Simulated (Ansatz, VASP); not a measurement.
Hf5H: VASP beside Ansatz

INCAR

```
SYSTEM = Hf5H
  PREC = Accurate
  ENCUT = 520
  EDIFF = 1E-6
  ISMEAR = 0
  SIGMA = 0.1
  LREAL = .False.
  LASPH = .True.
  NELM = 100
  ALGO = Normal
  ISIF = 2
  LWAVE = .False.
  LCHARG = .False.
  LDIPOL = .True.
  IDIPOL = 3
  DIPOL = 0.5 0.5 0.313
  GGA = PE
  IVDW = 12
  NBANDS = 34
```

KPOINTS

```
Automatic mesh
0
Gamma
  6 6 1
  0 0 0
```

The input POSCAR:

```
Hf5H
1.0
    4.9564149667      0.0000000000      0.0000000000
   -2.4782074834      4.2923812729      0.0000000000
    0.0000000000      0.0000000000     21.1328376004
Hf H
5 1
Direct
    0.6666666667      0.3333333333      0.1892788879
    0.3333333333      0.6666666667      0.2371533849
    0.0000000000      0.0000000000      0.2763383880
    0.6666666667      0.3333333333      0.3164267596
    0.3333333333      0.6666666667      0.3706476976
    0.5555555556      1.3333333333      0.4889470026
```

Input for Ansatz:

```yaml
crystal:
  lattice:
    - [4.9564149667, 0.0, 0.0]
    - [-2.4782074834, 4.2923812729, 0.0]
    - [0.0, 0.0, 21.1328376004]
  atoms:
    - { symbol: Hf, position: [0.6666666667, 0.3333333333, 0.1892788879] }
    - { symbol: Hf, position: [0.3333333333, 0.6666666667, 0.2371533849] }
    - { symbol: Hf, position: [0.0, 0.0, 0.276338388] }
    - { symbol: Hf, position: [0.6666666667, 0.3333333333, 0.3164267596] }
    - { symbol: Hf, position: [0.3333333333, 0.6666666667, 0.3706476976] }
    - { symbol: H, position: [0.5555555556, 1.3333333333, 0.4889470026] }
basis:
  ecutwfc: 420
kpoints:
  mp_grid: { grid: [6, 6, 1] }
hamiltonian:
  xc: pbe
  dispersion: d3bj
scf:
  occupations: { method: gaussian, width: 0.1 }
output:
  forces: true
  eigenvalues: true
efield:
  axis: 3
  dipole_correction: true
  ramp_width: 0.04
```

Alike in both runs: task single point; functional PBE; dispersion D3(BJ); k mesh 6 × 6 × 1; occupations gaussian, width 0.1 eV; no spin polarisation.

|  | VASP | Ansatz |
| --- | --- | --- |
| version | VASP 6.6.1 | Ansatz 0.2.0 |
| potentials or method | VASP PAW PBE potentials, release 64 (Hf_pv, H), cutoff 520 eV | scalar-relativistic, plane waves, PAW |
| valence electrons in the cell | 51 | 131 |

```csv
,VASP,Ansatz,Ansatz less VASP
gap on the k mesh at the Fermi level (eV),none,none,-
rms of the force components (eV/Å),0.559,0.576,+0.0168
```

Atom by atom the forces differ by 0.034 eV/Å (rms over components). A gap of «none» marks a metal or a gap that the smearing closes. VASP's potentials hold 51 valence electrons a cell and Ansatz's 131, so a difference there can come from the potentials and not from the codes.

Spin-orbit coupling is off throughout.
